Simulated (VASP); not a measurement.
A run of VASP 6.6.1:

The input INCAR:

```
PREC = Accurate
ENCUT = 600
EDIFF = 1E-6
ISMEAR = 0
SIGMA = 0.1
LREAL = False
LASPH = True
NELM = 100
ALGO = Normal
ISIF = 3
LWAVE = False
LCHARG = False
GGA = PE
IBRION = 2
NSW = 100
EDIFFG = -0.01
```

File KPOINTS:

```
regular mesh
0
Gamma
  12 12 8
```

POSCAR

```
TiH3
1.0
    3.1654958000      0.0000000000      0.0000000000
   -1.5827479000      2.7413998000      0.0000000000
    0.0000000000      0.0000000000      5.5850786000
Ti H
2 6
Direct
    0.3333333000      0.6666667000      0.2500000000
    0.6666667000      0.3333333000      0.7500000000
    0.3333333000      0.6666667000      0.5939700000
    0.3333333000      0.6666667000      0.9060300000
    0.6666667000      0.3333333000      0.4060300000
    0.6666667000      0.3333333000      0.0939700000
    0.0000000000      0.0000000000      0.2500000000
    0.0000000000      0.0000000000      0.7500000000
```

Potentials or basis: VASP PAW PBE potentials, release 64 (Ti_sv, H).

Command:

```console
$ cat potpaw_PBE.64/Ti_sv/POTCAR potpaw_PBE.64/H/POTCAR > POTCAR
$ mpirun -np 1 vasp_std > vasp.out
```

Hardware: 1 thread of AMD EPYC 9R45 96-Core Processor (Zen 5), with other jobs on the host.

Task: Estimate the wall time of this run.

Result: Wall time 67 s on 1 thread of AMD EPYC 9R45 96-Core Processor (Zen 5), on a shared host, peak memory 0.22 GiB. Counts: scf iterations 14, k points 95, ion steps 1.
